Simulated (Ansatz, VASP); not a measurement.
**One calculation of GaAs, two programs**

The input INCAR:

```
PREC = Accurate
ENCUT = 500
EDIFF = 1E-6
ISMEAR = 0
SIGMA = 0.1
LREAL = False
LASPH = True
NELM = 120
ALGO = Normal
ISIF = 2
LWAVE = False
LCHARG = True
GGA = CA
LELF = True
LVHAR = True
NBANDS = 16
GGA_COMPAT = False
```

Contents of KPOINTS:

```
regular mesh
0
Gamma
  6 6 6
```

POSCAR

```
GaAs
1.0
    0.0000000000      2.8265000000      2.8265000000
    2.8265000000      0.0000000000      2.8265000000
    2.8265000000      2.8265000000      0.0000000000
Ga As
1 1
Direct
    0.0000000000      0.0000000000      0.0000000000
    0.2500000000      0.2500000000      0.2500000000
```

Input for Ansatz:

```yaml
crystal:
  lattice:
    - [0.0, 2.8265, 2.8265]
    - [2.8265, 0.0, 2.8265]
    - [2.8265, 2.8265, 0.0]
  atoms:
    - { symbol: Ga, position: [0.0, 0.0, 0.0] }
    - { symbol: As, position: [0.25, 0.25, 0.25] }
basis:
  ecutwfc: 420
kpoints:
  mp_grid: { grid: [6, 6, 6] }
hamiltonian:
  xc: lda
  pseudopotentials: { kind: paw, azcp: { folder: soft_1 } }
scf:
  occupations: { method: gaussian, width: 0.1 }
output:
  forces: true
  stress: true
  eigenvalues: true
```

Alike in both runs: task single point; functional LDA; k mesh 6 × 6 × 6; occupations gaussian, width 0.1 eV; no spin polarisation.

```csv
,VASP,Ansatz
version,VASP 6.6.1,Ansatz 0.2.0
potentials or method,"VASP PAW LDA potentials, release 64 (Ga_d, As), cutoff 500 eV","scalar-relativistic, plane waves, PAW"
valence electrons in the cell,18,28
```

```tsv
	VASP	Ansatz	Ansatz less VASP
gap on the k mesh at the Fermi level (eV)	0.33	0.29	-0.044
least direct gap on the mesh (eV)	0.33	0.29	-0.044
pressure (GPa)	-1.6	-1.9	-0.27
```

Ansatz warns that its potentials were made for another functional, while VASP's fit it. LDA's correlation is that of Perdew and Zunger in VASP and of Perdew and Wang (1992) in Ansatz. VASP's potentials hold 18 valence electrons a cell and Ansatz's 28, so a difference there can come from the potentials and not from the codes.
